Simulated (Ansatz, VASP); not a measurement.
ZrGaH3: VASP beside Ansatz

INCAR

```
SYSTEM = ZrGaH3
PREC = Accurate
ENCUT = 600
EDIFF = 1E-7
ISMEAR = 0
SIGMA = 0.1
LREAL = .FALSE.
LASPH = .TRUE.
NELM = 60
ALGO = Normal
ISIF = 3
LWAVE = .FALSE.
LCHARG = .FALSE.
GGA = PE
IBRION = 2
NSW = 100
EDIFFG = -0.01
```

The input KPOINTS:

```
Automatic mesh
0
G
  12 12 8
  0 0 0
```

File POSCAR:

```
ZrGaH3
1.0
    3.9049416271      0.0000000000      0.0000000000
   -1.9524708136      3.3817786494      0.0000000000
    0.0000000000      0.0000000000      5.7501987534
Zr Ga H
1 1 3
Direct
    0.0000000000      0.0000000000      0.5000000000
    0.0000000000      0.0000000000      0.0000000000
    0.5000000000      0.0000000000      0.5000000000
    0.0000000000      0.5000000000      0.5000000000
    0.5000000000      0.5000000000      0.5000000000
```

Input for Ansatz:

```yaml
crystal:
  lattice:
    - [3.9049416271, 0.0, 0.0]
    - [-1.9524708136, 3.3817786494, 0.0]
    - [0.0, 0.0, 5.7501987534]
  atoms:
    - { symbol: Zr, position: [0.0, 0.0, 0.5] }
    - { symbol: Ga, position: [0.0, 0.0, 0.0] }
    - { symbol: H, position: [0.5, 0.0, 0.5] }
    - { symbol: H, position: [0.0, 0.5, 0.5] }
    - { symbol: H, position: [0.5, 0.5, 0.5] }
basis:
  ecutwfc: 420
kpoints:
  mp_grid: { grid: [12, 12, 8] }
hamiltonian:
  xc: pbe
scf:
  occupations: { method: gaussian, width: 0.1 }
output:
  forces: true
  stress: true
  eigenvalues: true
relax:
  adjacent_minimum: "off"
  f_tol: 0.01
  max_steps: 80
  cell: { stress_tol: 0.05 }
```

Alike in both runs: task relaxation of cell and atoms; functional PBE; k mesh 12 × 12 × 8; occupations gaussian, width 0.1 eV; no spin polarisation.

|  | VASP | Ansatz |
| --- | --- | --- |
| version | VASP 6.6.1 | Ansatz 0.2.0 |
| potentials or method | VASP PAW PBE potentials, release 64 (Zr_sv, Ga_d, H), cutoff 600 eV | scalar-relativistic, plane waves, PAW |
| valence electrons in the cell | 28 | 28 |

```tsv
	VASP	Ansatz	Ansatz less VASP
gap on the k mesh at the Fermi level, each at its own relaxed structure (eV)	none	none	-
relaxed volume (Å³/atom)	15.11	15.10	-0.013
relaxed cell length with the largest relative difference (Å)	5.731	5.728	-0.0026
```

A gap of «none» marks a metal or a gap that the smearing closes.
